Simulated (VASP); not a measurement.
# F (C2/c) in VASP: further runs, part 2 of 2

VASP 6.6.1.

### 3 Single point, PBE+D3(BJ) (atoms shifted along a free coordinate)

The input, INCAR:

```
PREC = Accurate ; ENCUT = 520
EDIFF = 1E-6 ; ISMEAR = 0
SIGMA = 0.05 ; LREAL = F
LASPH = T ; NELM = 100
ALGO = Normal ; ISIF = 2
LWAVE = F ; LCHARG = F
GGA = PE ; IVDW = 12
NBANDS = 22
```

The input, KPOINTS:

```
regular mesh
0
Gamma
  8 8 4
```

The input, POSCAR:

```
F
1.0
    2.7735902046     -1.7628796394      0.2927051127
    2.7735902046      1.7628796394      0.2927051127
   -0.8227725226      0.0000000000      6.6402307669
F
4
Direct
    0.9138648456      0.5855481450      0.0689225333
    0.4144518550      0.0861351544      0.4310774667
    0.0861351544      0.4144518550      0.9310774667
    0.5855481450      0.9138648456      0.5689225333
```

Potentials or basis: VASP PAW PBE potentials, release 64 (F).

On the command line:

```
cat potpaw_PBE.64/F/POTCAR > POTCAR
mpirun -np 1 vasp_std > vasp.out
```

Wall time 46 s (1 thread of AMD EPYC 9R45 (Zen 5), shared host); peak memory 0.2 GiB.

It converged, with:

| Item | Value |
| --- | --- |
| Free energy | 0.2469 eV |
| Pressure | 60.5 GPa |
| Largest force | 34.238 eV/Å |
| Band gap on the k mesh | 7.13 eV (least direct gap 7.18 eV) |
| Dispersion energy per atom | -0.028 eV |

Forces in eV/Å, atoms in the order of the input:
```
F    -3.616  18.776  28.401
F     3.616  18.776 -28.401
F     3.616 -18.776 -28.401
F    -3.616 -18.776  28.401
```

Stress tensor (GPa, compression positive):
```
  1.16   0.00 -16.12
  0.00  54.74   0.00
-16.12   0.00 125.68
```

Levels at points of the mesh, in eV from the valence-band top:
```
           k point  band 10  band 11  band 12  band 13  band 14  band 15  band 16  band 17  band 18  band 19
(0.00, 0.00, 0.00)    -7.91    -0.33    -0.25    -0.07    -0.05     7.13     7.68     9.93    10.54    12.74
(0.50, 0.00, 0.00)    -8.04    -0.23    -0.21    -0.03    -0.02     9.22     9.24    11.46    11.50    12.93
(0.50, 0.50, 0.00)    -8.10    -0.42    -0.38    -0.23    -0.05     9.42    10.36    10.54    12.26    12.72
(0.00, 0.00, 0.50)    -7.92    -0.30    -0.30    -0.06    -0.06     7.24     7.24    10.64    10.64    13.78
(0.50, 0.00, 0.50)    -8.05    -0.24    -0.21    -0.01     0.00     9.19     9.23    11.49    11.54    12.51
(0.50, 0.50, 0.50)    -8.09    -0.31    -0.31    -0.23    -0.23     9.70     9.70    11.25    11.25    13.46
```

Caveat: the cell differs from its parent crystal (atoms shifted along a free coordinate); the standard files for N, O and F lose accuracy on very short bonds; the stress differs along the axes, from 1 to 126 GPa; forces of over 1 eV/Å act on the atoms, so gaps and moduli don't describe the material at rest. A k mesh can miss the band edges.

### 4 Single point, PBE+D3(BJ) (atoms shifted along a free coordinate)

The input, INCAR:

```
ALGO = Normal
EDIFF = 1E-6
ENCUT = 520
GGA = PE
ISIF = 2
ISMEAR = 0
IVDW = 12
LASPH = T
LCHARG = F
LREAL = F
LWAVE = F
NBANDS = 22
NELM = 80
PREC = Accurate
SIGMA = 0.05
```

The input, KPOINTS:

```
k-points
0
Gamma
  8 8 4
```

The input, POSCAR:

```
F
1.0
    2.7735902046     -1.7628796394      0.2927051127
    2.7735902046      1.7628796394      0.2927051127
   -0.8227725226      0.0000000000      6.6402307669
F
4
Direct
    0.9138648456      0.5855481450      0.1189334613
    0.4144518550      0.0861351544      0.3810665387
    0.0861351544      0.4144518550      0.8810665387
    0.5855481450      0.9138648456      0.6189334613
```

On the command line:

```
cat potpaw_PBE.64/F/POTCAR > POTCAR
mpirun -np 1 vasp_std > vasp.out
```

Wall time 41 s (1 thread of AMD EPYC 9R45 (Zen 5), shared host); peak memory 0.2 GiB.

The run converged. Its results:

* Free energy: -6.1405 eV
* Pressure: -10.7 GPa
* Largest force: 3.084 eV/Å
* Band gap on the k mesh: 0.58 eV
* Dispersion energy per atom: -0.032 eV

Forces in eV/Å, atoms in the order of the input:
```
F    0.364 -1.094 -2.861
F   -0.364 -1.094  2.861
F   -0.364  1.094  2.861
F    0.364  1.094 -2.861
```

Stress tensor (GPa, compression positive):
```
 -0.70   0.00   3.17
  0.00  -6.02   0.00
  3.17   0.00 -25.44
```

Levels at points of the mesh, in eV from the valence-band top:
| k point | band 10 | band 11 | band 12 | band 13 | band 14 | band 15 | band 16 | band 17 | band 18 | band 19 |
| --- | --- | --- | --- | --- | --- | --- | --- | --- | --- | --- |
| (0.00, 0.00, 0.00) | -1.45 | -0.73 | -0.20 | -0.07 | 0.00 | 0.58 | 1.35 | 9.94 | 12.59 | 13.71 |
| (0.50, 0.00, 0.00) | -1.66 | -0.74 | -0.73 | -0.27 | -0.26 | 1.21 | 1.21 | 14.23 | 14.24 | 16.27 |
| (0.50, 0.50, 0.00) | -1.61 | -0.88 | -0.84 | -0.12 | -0.04 | 0.70 | 1.30 | 14.47 | 15.34 | 16.16 |
| (0.00, 0.00, 0.50) | -1.52 | -0.37 | -0.37 | -0.13 | -0.13 | 0.98 | 0.98 | 10.83 | 10.83 | 16.44 |
| (0.50, 0.00, 0.50) | -1.70 | -0.44 | -0.42 | -0.21 | -0.20 | 1.08 | 1.08 | 14.81 | 14.82 | 14.83 |
| (0.50, 0.50, 0.50) | -1.92 | -0.44 | -0.44 | -0.42 | -0.42 | 1.02 | 1.02 | 14.93 | 14.93 | 15.85 |

Caveat: the cell differs from its parent crystal (atoms shifted along a free coordinate); the stress differs along the axes, from -25 to -1 GPa; forces of over 1 eV/Å act on the atoms, so gaps and moduli don't describe the material at rest. A k mesh can miss the band edges.

### 5 Single point, PBE+D3(BJ) (atoms shifted along a free coordinate)

The input, INCAR:

```
PREC = Accurate
ENCUT = 520
EDIFF = 1E-6
ISMEAR = 0
SIGMA = 0.05
LREAL = F
LASPH = T
NELM = 100
ALGO = Normal
ISIF = 2
LWAVE = F
LCHARG = T
GGA = PE
IVDW = 12
LELF = T
LVHAR = T
NBANDS = 22
```

The input, KPOINTS:

```
Automatic mesh
0
Gamma
  8 8 4
```

The input, POSCAR:

```
F
1.0
    2.7735902046     -1.7628796394      0.2927051127
    2.7735902046      1.7628796394      0.2927051127
   -0.8227725226      0.0000000000      6.6402307669
F
4
Direct
    0.9138648456      0.5855481450      0.1022680550
    0.4144518550      0.0861351544      0.3977319450
    0.0861351544      0.4144518550      0.8977319450
    0.5855481450      0.9138648456      0.6022680550
```

On the command line:

```
cat potpaw_PBE.64/F/POTCAR > POTCAR
mpirun -np 1 vasp_std > vasp.out
```

It took 43 s on 1 thread of AMD EPYC 9R45 (Zen 5), shared host; peak memory 0.2 GiB.

It converged, with:

```
Free energy                : -7.2972 eV
Pressure                   : -4.7 GPa
Largest force              : 1.733 eV/Å
Band gap on the k mesh     : 2.07 eV
Dispersion energy per atom : -0.028 eV
```

Forces on the atoms (eV/Å):
```
F    0.201 -0.693 -1.576
F   -0.201 -0.693  1.576
F   -0.201  0.693  1.576
F    0.201  0.693 -1.576
```

Stress tensor (GPa, compression positive):
```
 -0.51   0.00   1.36
  0.00  -2.62   0.00
  1.36   0.00 -11.00
```

Levels at points of the mesh, in eV from the valence-band top:
```csv
k point,band 11,band 12,band 13,band 14,band 15,band 16,band 17,band 18
"(0.00, 0.00, 0.00)",-0.43,-0.08,-0.03,0.00,2.07,2.86,9.43,12.05
"(0.50, 0.00, 0.00)",-0.39,-0.38,-0.13,-0.11,2.57,2.58,13.68,13.69
"(0.50, 0.50, 0.00)",-0.64,-0.52,-0.08,-0.05,2.25,2.80,13.79,14.74
"(0.00, 0.00, 0.50)",-0.25,-0.25,-0.04,-0.04,2.45,2.45,10.33,10.33
"(0.50, 0.00, 0.50)",-0.30,-0.29,-0.09,-0.08,2.53,2.53,14.20,14.22
"(0.50, 0.50, 0.50)",-0.34,-0.34,-0.30,-0.30,2.53,2.53,14.31,14.31
```

Caveat: the cell differs from its parent crystal (atoms shifted along a free coordinate); the stress differs along the axes, from -11 to -1 GPa; forces of over 1 eV/Å act on the atoms, so gaps and moduli don't describe the material at rest. A k mesh can miss the band edges.

### 6 Single point, PBE+D3(BJ) (atoms shifted along a free coordinate)

The input, INCAR:

```
SYSTEM = F
PREC = Accurate
ENCUT = 520
EDIFF = 1E-6
ISMEAR = 0
SIGMA = 0.05
LREAL = .FALSE.
LASPH = .TRUE.
NELM = 100
ALGO = Normal
ISIF = 2
LWAVE = .FALSE.
LCHARG = .FALSE.
GGA = PE
IVDW = 12
NBANDS = 22
```

The input, KPOINTS:

```
Automatic mesh
0
G
  8 8 4
  0 0 0
```

The input, POSCAR:

```
F
1.0
    2.7735902046     -1.7628796394      0.2927051127
    2.7735902046      1.7628796394      0.2927051127
   -0.8227725226      0.0000000000      6.6402307669
F
4
Direct
    0.9138648456      0.5855481450      0.0855879396
    0.4144518550      0.0861351544      0.4144120604
    0.0861351544      0.4144518550      0.9144120604
    0.5855481450      0.9138648456      0.5855879396
```

Potentials or basis: VASP PAW PBE potentials, release 64 (F).

On the command line:

```
cat potpaw_PBE.64/F/POTCAR > POTCAR
mpirun -np 1 vasp_std > vasp.out
```

It took 41 s on 1 thread of AMD EPYC 9R45 (Zen 5), shared host; peak memory 0.2 GiB.

It converged, with:

```yaml
Free_energy: -6.6413 eV
Pressure: 14.0 GPa
Largest_force: 6.797 eV/Å
Band_gap_on_the_k_mesh: 4.65 eV
Dispersion_energy_per_atom: -0.028 eV
```

Forces in eV/Å, atoms in the order of the input:
```
F   -0.753  3.174  5.963
F    0.753  3.174 -5.963
F    0.753 -3.174 -5.963
F   -0.753 -3.174  5.963
```

Stress tensor (GPa, compression positive):
```
 0.04  0.00 -4.21
 0.00  9.09  0.00
-4.21  0.00 32.84
```

Levels at points of the mesh, in eV from the valence-band top:
| k point | band 10 | band 11 | band 12 | band 13 | band 14 | band 15 | band 16 | band 17 | band 18 | band 19 |
| --- | --- | --- | --- | --- | --- | --- | --- | --- | --- | --- |
| (0.00, 0.00, 0.00) | -4.47 | -0.32 | -0.12 | -0.04 | 0.00 | 4.65 | 5.61 | 8.53 | 11.16 | 12.28 |
| (0.50, 0.00, 0.00) | -4.64 | -0.25 | -0.24 | -0.06 | -0.04 | 5.23 | 5.23 | 12.65 | 12.66 | 14.68 |
| (0.50, 0.50, 0.00) | -4.69 | -0.49 | -0.39 | -0.12 | -0.05 | 4.99 | 5.54 | 12.53 | 13.75 | 14.33 |
| (0.00, 0.00, 0.50) | -4.49 | -0.23 | -0.23 | -0.02 | -0.02 | 5.05 | 5.05 | 9.56 | 9.56 | 14.88 |
| (0.50, 0.00, 0.50) | -4.64 | -0.24 | -0.22 | -0.03 | -0.02 | 5.21 | 5.22 | 13.12 | 13.16 | 13.32 |
| (0.50, 0.50, 0.50) | -4.71 | -0.28 | -0.28 | -0.26 | -0.26 | 5.25 | 5.25 | 13.13 | 13.13 | 14.43 |

Caveat: the cell differs from its parent crystal (atoms shifted along a free coordinate); the stress differs along the axes, from 0 to 33 GPa; forces of over 1 eV/Å act on the atoms, so gaps and moduli don't describe the material at rest. A k mesh can miss the band edges.

### 7 The runs side by side

| cell | gap on the mesh (eV) | pressure (GPa) | largest force (eV/Å) |
| --- | --- | --- | --- |
| a = 3.245, b = 3.245, c = 6.580 Å, angles 90.9, 90.9, 64.6°, 4 atoms, atomic positions A | 1.36 | -8.0 | 2.72 |
| a = 3.299, b = 3.299, c = 6.691 Å, angles 90.9, 90.9, 64.6°, 4 atoms, atomic positions B | 7.13 | 60.5 | 34.24 |
| a = 3.299, b = 3.299, c = 6.691 Å, angles 90.9, 90.9, 64.6°, 4 atoms, atomic positions C | 0.58 | -10.7 | 3.08 |
| a = 3.299, b = 3.299, c = 6.691 Å, angles 90.9, 90.9, 64.6°, 4 atoms, atomic positions D | 2.07 | -4.7 | 1.73 |
| a = 3.299, b = 3.299, c = 6.691 Å, angles 90.9, 90.9, 64.6°, 4 atoms, atomic positions E | 4.65 | 14.0 | 6.80 |

Alike in all rows: task single point; level PBE+D3(BJ); potentials or basis VASP PAW PBE potentials, release 64 (F); no spin polarisation; k mesh 8 × 8 × 4; cutoff (eV) 520; smearing gaussian 0.05 eV.

Caveats: forces of over 1 eV/Å act on the atoms, so gaps and moduli don't describe the material at rest; the stress differs along the axes, from -19 to -0 GPa (at least some runs); the standard files for N, O and F lose accuracy on very short bonds (at least some runs); the stress differs along the axes, from 1 to 126 GPa (at least some runs); the stress differs along the axes, from -25 to -1 GPa (at least some runs); the stress differs along the axes, from -11 to -1 GPa (at least some runs); the stress differs along the axes, from 0 to 33 GPa (at least some runs).

Total energies depend on the potentials used, so only differences within one code and one set of settings carry meaning.
